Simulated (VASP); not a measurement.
Input of a VASP 6.6.1 run:

Contents of INCAR:

```
PREC     = Accurate       # precision mode
ENCUT    = 520            # plane-wave cutoff, eV
EDIFF    = 1E-7           # SCF threshold, eV
ISMEAR   = 1              # smearing method
SIGMA    = 0.05           # smearing width, eV
LREAL    = F              # projectors in reciprocal space
LASPH    = T              # aspherical terms in the spheres
NELM     = 100            # most SCF steps
ALGO     = Normal         # electronic algorithm
ISIF     = 2              # what is computed and relaxed
LWAVE    = F              # write WAVECAR
LCHARG   = F              # write CHGCAR
GGA      = PE             # functional
NBANDS   = 19             # bands
```

File KPOINTS:

```
Automatic mesh
0
Gamma
  14 14 7
```

File POSCAR:

```
Zn
1.0
    2.7051356082      0.0000000000      0.0000000000
   -1.3525678041      2.3427161593      0.0000000000
    0.0000000000      0.0000000000      5.0313495994
Zn
2
Direct
    0.3333333333      0.6666666667      0.2500000000
    0.6666666667      0.3333333333      0.7500000000
```

Potentials or basis: VASP PAW PBE potentials, release 64 (Zn).

Launch:

```console
$ cat potpaw_PBE.64/Zn/POTCAR > POTCAR
$ mpirun -np 1 vasp_std > vasp.out
```

Q: Predict the pressure.

A: -3.0 GPa.

Q: Predict the band gap on the k mesh.

A: Zero (band 12 reaches 4.15 eV, above the bottom of band 13 at -0.31 eV).

Stress tensor (GPa, compression positive):
```
-2.96  0.00  0.00
 0.00 -2.96  0.00
 0.00  0.00 -3.18
```
